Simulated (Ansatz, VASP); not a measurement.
LiH: VASP beside Ansatz

Contents of POSCAR:

```
LiH
1.0
    0.0000000000      2.0092229770      2.0092229770
    2.0092229770      0.0000000000      2.0092229770
    2.0092229770      2.0092229770      0.0000000000
Li H
1 1
Direct
    0.0000000000      0.0000000000      0.0000000000
    0.5000000000      0.5000000000      0.5000000000
```

Contents of INCAR.step1:

```
PREC = Accurate ; ENCUT = 520
ISMEAR = -1 ; SIGMA = 0.05
LREAL = F ; LASPH = T
NELM = 100 ; NBANDS = 9
GGA = PE ; ALGO = Normal
EDIFF = 1E-4 ; LWAVE = T
LCHARG = F
```

Contents of INCAR.step2:

```
PREC = Accurate ; ENCUT = 520
EDIFF = 1E-6 ; ISMEAR = -1
SIGMA = 0.05 ; LREAL = F
LASPH = T ; NELM = 100
ALGO = Normal ; ISIF = 2
LWAVE = F ; LCHARG = T
METAGGA = R2SCAN ; LMIXTAU = T
LELF = T ; LVHAR = T
NBANDS = 9 ; ISTART = 1
```

Contents of KPOINTS:

```
regular mesh
0
Gamma
  11 11 11
```

The input input.yaml:

```yaml
crystal:
  lattice:
    - [0.0, 2.009222977, 2.009222977]
    - [2.009222977, 0.0, 2.009222977]
    - [2.009222977, 2.009222977, 0.0]
  atoms:
    - { symbol: Li, position: [0.0, 0.0, 0.0] }
    - { symbol: H, position: [0.5, 0.5, 0.5] }
hamiltonian:
  xc: r2scan
  pseudopotentials: { kind: paw }
kpoints:
  mp_grid: { grid: [11, 11, 11] }
scf:
  occupations: { method: fermi_dirac, width: 0.05 }
output:
  forces: true
  stress: true
  eigenvalues: true
```

Alike in both runs: task single point; functional r2SCAN; k mesh 11 × 11 × 11; occupations fermi-dirac, width 0.05 eV; no spin polarisation.

|  | VASP | Ansatz |
| --- | --- | --- |
| version | VASP 6.6.1 | Ansatz 0.2.0 |
| potentials or method | VASP PAW PBE potentials, release 64 (Li_sv, H) | Ansatz PAW |
| plane-wave cutoff (eV) | 520 | 500 |
| valence electrons in the cell | 4 | 4 |

|  | VASP | Ansatz | Ansatz less VASP |
| --- | --- | --- | --- |
| gap on the k mesh at the Fermi level (eV) | 3.79 | 3.83 | +0.045 |
| least direct gap on the mesh (eV) | 3.79 | 3.83 | +0.045 |

VASP's potentials were made for PBE, not for r2SCAN.

Noted on VASP's run: the cutoff is short for stress, so the pressure is rough. Noted on Ansatz's run: odd divisions of the mesh miss points on the zone boundary, where band edges often lie, so the gap on the mesh can be too wide.
